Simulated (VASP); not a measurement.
# Ir (Im-3m) in VASP: further runs

The runs below take Ir through single point, with r2SCAN.

Everything below comes from runs of VASP 6.6.1. Logs are shortened: lines on timing, memory, paths and dates and some standing lists are left out, and cuts for length are marked.

## 1. The cell of the first run

The structure is cubic, space group Im-3m (No. 229). Conventional cell: a = 2.964 Å, b = 2.964 Å, c = 2.964 Å, α = 90.00°, β = 90.00°, γ = 90.00°. Ir (site symmetry m-3m) has 14 Ir at 2.57 to 2.96 Å within 3.4 Å.

This isn't the form of Ir at room conditions, which is fcc.

## 2. Single point, r2SCAN, collinear spin (13.02 Å³/atom)

POSCAR

```
Ir
1.0
   -1.4821576063      1.4821576063      1.4821576063
    1.4821576063     -1.4821576063      1.4821576063
    1.4821576063      1.4821576063     -1.4821576063
Ir
1
Direct
    0.0000000000      0.0000000000      0.0000000000
```

INCAR.step1

```
ALGO = Normal
EDIFF = 1E-4
ENCUT = 520
GGA = PE
ISMEAR = -1
ISPIN = 2
LASPH = T
LCHARG = F
LMAXMIX = 4
LREAL = F
LWAVE = T
MAGMOM = 0.791
NBANDS = 14
NELM = 150
PREC = Accurate
SIGMA = 0.05
```

INCAR.step2

```
ALGO = Normal
EDIFF = 1E-7
ENCUT = 520
ISIF = 2
ISMEAR = -1
ISPIN = 2
ISTART = 1
LASPH = T
LCHARG = T
LELF = T
LMAXMIX = 4
LMIXTAU = T
LORBIT = 11
LREAL = F
LVHAR = T
LWAVE = F
MAGMOM = 0.791
METAGGA = R2SCAN
NBANDS = 14
NELM = 150
PREC = Accurate
SIGMA = 0.05
```

KPOINTS

```
k-points
0
Gamma
  23 23 23
```

Potentials or basis: VASP PAW PBE potentials, release 64 (Ir).

On the command line:

```console
$ cat potpaw_PBE.64/Ir/POTCAR > POTCAR
$ cp INCAR.step1 INCAR
$ mpirun -np 1 vasp_std > vasp.out
$ cp INCAR.step2 INCAR
$ mpirun -np 1 vasp_std > vasp.out
```

OUTCAR:

```text
EDIFF = 1E-7
   ENCUT = 520
   ISIF = 2
   ISMEAR = -1
   ISPIN = 2
   ISTART = 1
   LASPH = T
   LORBIT = 11
   LREAL = F
   METAGGA = R2SCAN
   NELM = 150
   PREC = Accurate

 ion  position               nearest neighbor table
   1  0.000  0.000  0.000-

  LATTYP: Found a body centered cubic cell.
 ALAT       =     2.9643152126

  Lattice vectors:

 A1 = (  -1.4821576063,   1.4821576063,   1.4821576063)
 A2 = (   1.4821576063,  -1.4821576063,   1.4821576063)
 A3 = (   1.4821576063,   1.4821576063,  -1.4821576063)

Analysis of symmetry for initial positions (statically):
=====================================================================
 Subroutine PRICEL returns:
 Original cell was already a primitive cell.

 Routine SETGRP: Setting up the symmetry group for a
 body centered cubic supercell.

 Subroutine GETGRP returns: Found 48 space group operations
 (whereof 48 operations were pure point group operations)
 out of a pool of 48 trial point group operations.

The static configuration has the point symmetry O_h .

Analysis of symmetry for dynamics (positions and initial velocities):
=====================================================================
 Subroutine PRICEL returns:
 Original cell was already a primitive cell.

 Routine SETGRP: Setting up the symmetry group for a
 body centered cubic supercell.

 Subroutine GETGRP returns: Found 48 space group operations
 (whereof 48 operations were pure point group operations)
 out of a pool of 48 trial point group operations.

The dynamic configuration has the point symmetry O_h .

Analysis of structural, dynamic, and magnetic symmetry:
=====================================================================
 Subroutine PRICEL returns:
 Original cell was already a primitive cell.

 Routine SETGRP: Setting up the symmetry group for a
 body centered cubic supercell.

 Subroutine GETGRP returns: Found 48 space group operations
 (whereof 48 operations were pure point group operations)
 out of a pool of 48 trial point group operations.

The overall configuration has the point symmetry O_h .

 Subroutine INISYM returns: Found 48 space group operations
 (whereof 48 operations are pure point group operations),
 and found     1 'primitive' translations

----------------------------------------------------------------------------------------

                                     Primitive cell

  volume of cell :      13.0240

  direct lattice vectors                    reciprocal lattice vectors
    -1.482157606  1.482157606  1.482157606     0.000000000  0.337346041  0.337346041
     1.482157606 -1.482157606  1.482157606     0.337346041  0.000000000  0.337346041
     1.482157606  1.482157606 -1.482157606     0.337346041  0.337346041  0.000000000

  length of vectors
     2.567172279  2.567172279  2.567172279     0.477079346  0.477079346  0.477079346

  position of ions in fractional coordinates (direct lattice)
     0.000000000  0.000000000  0.000000000

  ion indices of the primitive-cell ions
   primitive index   ion index
                 1           1

----------------------------------------------------------------------------------------

 KPOINTS: k-points

Automatic generation of k-mesh.
 Grid dimensions read from file:
 generate k-points for:   23   23   23

 Generating k-lattice:

  Cartesian coordinates                     Fractional coordinates (reciprocal lattice)
     0.000000000  0.014667219  0.014667219     0.043478261  0.000000000  0.000000000
     0.014667219  0.000000000  0.014667219     0.000000000  0.043478261  0.000000000
     0.014667219  0.014667219  0.000000000     0.000000000  0.000000000  0.043478261

  Length of vectors
     0.020742580  0.020742580  0.020742580

  Shift w.r.t. Gamma in fractional coordinates (k-lattice)
     0.000000000  0.000000000  0.000000000

 Subroutine IBZKPT returns following result:
 ===========================================

 Found    364 irreducible k-points:

 Following reciprocal coordinates:
            Coordinates               Weight
  0.000000  0.000000  0.000000      1.000000
  0.043478  0.000000  0.000000     12.000000
  0.086957  0.000000  0.000000     12.000000
  0.130435  0.000000  0.000000     12.000000
  0.173913  0.000000  0.000000     12.000000
  0.217391  0.000000  0.000000     12.000000
[... 16 lines left out ...]
  0.478261  0.043478  0.000000     24.000000
  0.086957  0.086957  0.000000     24.000000
 [... further k-points ...]
   k-points           NKPTS =    364   k-points in BZ     NKDIM =    364   number of bands    NBANDS=     14
   number of dos      NEDOS =    301   number of ions     NIONS =      1
   total plane-waves  NPLWV =   8000
   dimension x,y,z NGX =    20 NGY =   20 NGZ =   20
   dimension x,y,z NGXF=    40 NGYF=   40 NGZF=   40
   ions per type =               1
   NGX,Y,Z   is equivalent  to a cutoff of  12.95, 12.95, 12.95 a.u.
   NGXF,Y,Z  is equivalent  to a cutoff of  25.90, 25.90, 25.90 a.u.
 SYSTEM =  unknown system
   PREC   = accura    normal or accurate (medium, high low for compatibility)
   ISTART =      1    job   : 0-new  1-cont  2-samecut
   ICHARG =      0    charge: 1-file 2-atom 10-const
   ISPIN  =      2    spin polarized calculation?
   LNONCOLLINEAR =      F non collinear calculations
   LSORBIT =      F    spin-orbit coupling
   LASPH  =      T    aspherical Exc in radial PAW
   ENCUT  =  520.0 eV  38.22 Ry    6.18 a.u.   4.77  4.77  4.77*2*pi/ulx,y,z
   NELM   =    150;   NELMIN=  2; NELMDL=  0     # of ELM steps
   EDIFF  = 0.1E-06   stopping-criterion for ELM
   LREAL  =      F    real-space projection
   EDIFFG = 0.1E-05   stopping-criterion for IOM
   NSW    =      0    number of steps for IOM
   IBRION =     -1    ionic relax: 0-MD 1-quasi-New 2-CG
   NFREE  =      0    steps in history (QN), initial steepest desc. (CG)
   ISIF   =      2    stress and relaxation
   ISYM   =      2    0-nonsym 1-usesym 2-fastsym
   POTIM  = 0.5000    time-step for ionic-motion
   TEBEG  =    0.0;   TEEND  =   0.0 temperature during run
   PSTRESS=    0.0 pullay stress
   NELECT =       9.0000    total number of electrons
   NUPDOWN=      -1.0000    fix difference up-down
   EMIN   =  10.00;   EMAX   =-10.00  energy-range for DOS
   EFERMI =   0.00;   METHOD = LEGACY
   ISMEAR =    -1;   SIGMA  =   0.05  broadening in eV -4-tet -1-fermi 0-gaus
   EFERMI_NEDOS =   21; number of points for ismear=-14 and -15
   IALGO  =     38    algorithm
   IMIX   =      4    mixing-type and parameters
     AMIX     =   0.40;   BMIX     =  1.00
     AMIX_MAG =   1.60;   BMIX_MAG =  1.00
  volume/ion in A,a.u.               =      13.02        87.89
  Fermi-wavevector in a.u.,A,eV,Ry     =   1.447354  2.735102 28.501922  2.094832
  Thomas-Fermi vector in A             =   2.565318
   LORBIT       =     11    0 simple, 1 ext, 2 COOP (PROOUT), +10 PAW based schemes
   METAGGA = R2SCAN    functional components
   LHFCALC =     F    Hartree Fock is set to
   AEXX    =    0.0000 exact exchange contribution
   IVDW    =     0    specifies the selected vdW correction
   LEPSILON=     F    determine dielectric tensor
   LRPA    =     F    only Hartree local field effects (RPA)
 spin polarized calculation
  energy-cutoff  :      520.00
  volume of cell :       13.02
 maximum number of plane-waves:       370
   NGX =  9   NGY =  9   NGZ =  9

 number of electron       9.0000001 magnetization       0.5995370

 Free energy of the ion-electron system (eV)
  ---------------------------------------------------
  ext. energy  EPLUGINS =         0.00000000
  ---------------------------------------------------
  free energy    TOTEN  =       -51.43234056 eV

  energy without entropy =      -51.42338984  energy(sigma->0) =      -51.42786520

 E-fermi :  11.4844     XC(G=0): -15.8826

 val. band max:       11.4840666370   @ k =  -0.4348   0.4783   0.3913
 cond. band min:      11.4850121259   @ k =   0.2174   0.0870   0.0870
 fundamental gap:      0.0009454889
 Fermi energy:        11.4844137666

 spin component 1

 k-point     1 :       0.0000    0.0000    0.0000
  band No.  band energies     occupation
      1      -0.7947      1.00000
      2       6.8729      1.00000
      3       6.8729      1.00000
      4       6.8729      1.00000
      5      10.1750      1.00000
      6      10.1750      1.00000
      7      29.2844      0.00000
      8      29.2844      0.00000
      9      29.2844      0.00000
     10      42.0651      0.00000
     11      42.0651      0.00000
     12      42.9277      0.00000
     13      42.9277      0.00000
     14      42.9277      0.00000

 k-point     2 :       0.0435    0.0000    0.0000
  band No.  band energies     occupation
      1      -0.6923      1.00000
      2       6.8226      1.00000
      3       6.8701      1.00000
      4       6.9661      1.00000
      5      10.1036      1.00000
      6      10.1783      1.00000
      7      29.3522      0.00000
      8      29.4463      0.00000
      9      29.4514      0.00000
     10      40.9142      0.00000
     11      41.5829      0.00000
     12      42.8759      0.00000
     13      43.1463      0.00000
     14      43.4241      0.00000
[... 343 lines left out ...]
      1       2.3226      1.00000
      2       4.6666      1.00000
      3      10.1099      1.00000
      4      10.3035      1.00000
      5      11.5228      0.31704
      6      14.2841      0.00000
      7      20.8878      0.00000
      8      25.2676      0.00000
      9      30.2982      0.00000
     10      38.3096      0.00000
     11      40.7912      0.00000
     12      41.5046      0.00000
     13      43.6485      0.00000
     14      43.9451      0.00000

 k-point    24 :       0.0870    0.0870    0.0000
  band No.  band energies     occupation
      1       0.3606      1.00000
      2       6.4460      1.00000
      3       6.5961      1.00000
      4       8.0415      1.00000
      5       9.5567      1.00000
      6      10.2918      1.00000
      7      29.9631      0.00000
      8      30.5997      0.00000
      9      30.8300      0.00000
     10      36.9205      0.00000
     11      40.1406      0.00000
     12      40.5763      0.00000
     13      43.7855      0.00000
     14      43.8076      0.00000

 [... further k-points ...]

 spin component 2

 k-point     1 :       0.0000    0.0000    0.0000
  band No.  band energies     occupation
      1      -0.7905      1.00000
      2       7.1613      1.00000
      3       7.1613      1.00000
      4       7.1613      1.00000
      5      11.1682      0.99821
      6      11.1682      0.99821
      7      29.2669      0.00000
      8      29.2669      0.00000
      9      29.2669      0.00000
     10      42.0509      0.00000
     11      42.0509      0.00000
     12      44.0203      0.00000
     13      44.0203      0.00000
     14      44.0203      0.00000

 k-point     2 :       0.0435    0.0000    0.0000
  band No.  band energies     occupation
      1      -0.6880      1.00000
      2       7.1098      1.00000
      3       7.1575      1.00000
      4       7.2551      1.00000
      5      11.0899      0.99963
      6      11.1709      0.99811
      7      29.3376      0.00000
      8      29.4304      0.00000
      9      29.4427      0.00000
     10      41.1108      0.00000
     11      41.7517      0.00000
     12      43.9525      0.00000
     13      44.0599      0.00000
     14      44.3776      0.00000
[... 343 lines left out ...]
      1       2.5879      1.00000
      2       4.9075      1.00000
      3      10.6529      1.00000
      4      10.9097      0.99999
      5      12.1542      0.00000
      6      14.6368      0.00000
      7      21.3445      0.00000
      8      25.3328      0.00000
      9      30.3954      0.00000
     10      38.3606      0.00000
     11      40.8250      0.00000
     12      41.6512      0.00000
     13      44.6877      0.00000
     14      45.0491      0.00000

 k-point    24 :       0.0870    0.0870    0.0000
  band No.  band energies     occupation
      1       0.3693      1.00000
      2       6.7236      1.00000
      3       6.8843      1.00000
      4       8.3350      1.00000
      5      10.4762      1.00000
      6      11.2799      0.98353
      7      29.9894      0.00000
      8      30.6385      0.00000
      9      30.8624      0.00000
     10      37.2024      0.00000
     11      40.6846      0.00000
     12      40.9625      0.00000
     13      44.6065      0.00000
     14      44.7613      0.00000

 [... further k-points ...]

------------------------ aborting loop because EDIFF is reached ----------------------------------------

  FORCE on cell =-STRESS in cart. coord.  units (eV):
  Direction    XX          YY          ZZ          XY          YZ          ZX
  --------------------------------------------------------------------------------------
  -------------------------------------------------------------------------------------
  Total        5.0089308      5.0089308      5.0089308      0.0000000      0.0000000     -0.0000000
  in kB      616.1869011    616.1869011    616.1869011      0.0000000      0.0000000     -0.0000000
  external PRESSURE =     616.1869011 kB  Pullay stress =       0.0000000 kB

 VOLUME and BASIS-vectors are now :
 -----------------------------------------------------------------------------
  energy-cutoff  :      520.00
  volume of cell :       13.02
      direct lattice vectors                 reciprocal lattice vectors
    -1.482157606  1.482157606  1.482157606     0.000000000  0.337346041  0.337346041
     1.482157606 -1.482157606  1.482157606     0.337346041  0.000000000  0.337346041
     1.482157606  1.482157606 -1.482157606     0.337346041  0.337346041  0.000000000

 POSITION                                       TOTAL-FORCE (eV/Angst)
 -----------------------------------------------------------------------------------
      0.00000      0.00000      0.00000         0.000000      0.000000     -0.000000
 -----------------------------------------------------------------------------------
    total drift:                                0.000000      0.000000      0.000000

  FREE ENERGIE OF THE ION-ELECTRON SYSTEM (eV)
  ---------------------------------------------------
  free  energy   TOTEN  =       -51.4323405640 eV

  energy  without entropy=      -51.4233898375  energy(sigma->0) =      -51.42786520

 total charge

# of ion       s       p       d       tot
------------------------------------------
    1        0.721   0.806   7.182   8.709

 magnetization (x)

# of ion       s       p       d       tot
------------------------------------------
    1        0.012  -0.014   0.610   0.608
```

Wall time 7.3 min (1 thread of Intel Xeon Platinum 8488C (Sapphire Rapids), shared host); peak memory 0.22 GiB.

What came out:

```yaml
Free_energy: -51.4323 eV
Pressure: 61.6 GPa
Net_moment: 0.60 μB per cell
Site_moments: Ir +0.61 μB
Valence_electrons_inside_the_program's_atomic_spheres: Ir 8.71
```

Caveat: the cell stands under pressure; the PAW data sets were made with another functional, which shifts forces and pressure a little; spin-orbit coupling is left out, which moves the levels of the heavy elements.

## 3. Single point, r2SCAN, collinear spin (13.62 Å³/atom)

This run uses another cell than the first one, of 13.62 Å³/atom.

POSCAR

```
Ir
1.0
   -1.5042826235      1.5042826235      1.5042826235
    1.5042826235     -1.5042826235      1.5042826235
    1.5042826235      1.5042826235     -1.5042826235
Ir
1
Direct
    0.0000000000      0.0000000000      0.0000000000
```

INCAR.step1

```
SYSTEM = Ir
PREC = Accurate
ENCUT = 520
ISMEAR = -1
SIGMA = 0.05
LREAL = .False.
LASPH = .True.
NELM = 150
ISPIN = 2
MAGMOM = 0.791
LMAXMIX = 4
NBANDS = 14
GGA = PE
ALGO = Normal
EDIFF = 1E-4
LWAVE = .True.
LCHARG = .False.
```

INCAR.step2

```
SYSTEM = Ir
PREC = Accurate
ENCUT = 520
EDIFF = 1E-6
ISMEAR = -1
SIGMA = 0.05
LREAL = .False.
LASPH = .True.
NELM = 150
ALGO = Normal
ISIF = 2
LWAVE = .False.
LCHARG = .True.
ISPIN = 2
MAGMOM = 0.791
LORBIT = 11
LMAXMIX = 4
METAGGA = R2SCAN
LMIXTAU = .True.
LELF = .True.
LVHAR = .True.
NBANDS = 14
ISTART = 1
```

KPOINTS

```
Automatic mesh
0
Gamma
  23 23 23
  0 0 0
```

Potentials or basis: VASP PAW PBE potentials, release 64 (Ir).

On the command line:

```console
$ cat potpaw_PBE.64/Ir/POTCAR > POTCAR
$ cp INCAR.step1 INCAR
$ mpirun -np 1 vasp_std > vasp.out
$ cp INCAR.step2 INCAR
$ mpirun -np 1 vasp_std > vasp.out
```

It took 7.1 min on 1 thread of Intel Xeon Platinum 8488C (Sapphire Rapids), shared host; peak memory 0.22 GiB.

The run converged. Its results:

| Property | Result |
| --- | --- |
| Free energy | -51.6132 eV |
| Pressure | 37.2 GPa |
| Net moment | 0.68 μB per cell |
| Site moments | Ir +0.69 μB |
| Valence electrons inside the program's atomic spheres | Ir 8.54 |

Levels at points of the mesh, in eV from the Fermi level:
Spin up:
```csv
k point,band 2,band 3,band 4,band 5,band 6,band 7,band 8,band 9
"(0.00, 0.00, 0.00)",-4.37,-4.37,-4.37,-1.30,-1.30,17.81,17.81,17.81
```
Spin down:
```tsv
k point	band 1	band 2	band 3	band 4	band 5	band 6	band 7	band 8	band 9
(0.00, 0.00, 0.00)	-11.80	-4.04	-4.04	-4.04	-0.20	-0.20	17.79	17.79	17.79
```

Caveat: the cell stands under pressure; the PAW data sets were made with another functional, which shifts forces and pressure a little; spin-orbit coupling is left out, which moves the levels of the heavy elements.

(Part 1 of 2 ends here.)
